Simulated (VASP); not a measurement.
The system is Na3Cl2.

```
Cl Na
1.0
     1.75995  -10.17026    0.00000
     1.75995   10.17026    0.00000
     0.00000    0.00000    3.52764
Cl Na
2 3
Direct
  0.08660 0.91340 0.50000
  0.91340 0.08660 0.50000
  0.66899 0.33101 0.00000
  0.33101 0.66899 0.00000
  0.50000 0.50000 0.00000
```

Base run:

```yaml
Program: VASP 6.6.1
Functional: revPBE
Potentials_or_basis: VASP PAW PBE potentials, release 64 (Cl, Na_pv)
Cutoff: 520 eV
k_mesh: 8 × 8 × 8
Occupations: fermi-dirac, width 0.05 eV
Spin: no spin polarisation
```

Its results: band gap on the k mesh zero (an odd number of electrons rules out a gap without spin polarisation); pressure 1.2 GPa; largest force 0.049 eV/Å.

Question: The run is repeated on the same cell with these changes: functional from revPBE to LDA; potentials or basis from VASP PAW PBE potentials, release 64 (Cl, Na_pv) to VASP PAW LDA potentials, release 64 (Cl, Na_pv). What comes out?

Answer: Band gap on the k mesh zero (an odd number of electrons rules out a gap without spin polarisation); pressure -2.3 GPa; largest force 0.131 eV/Å.

Caveats: the PAW data sets were made with another functional, which shifts forces and pressure a little (at least some runs).
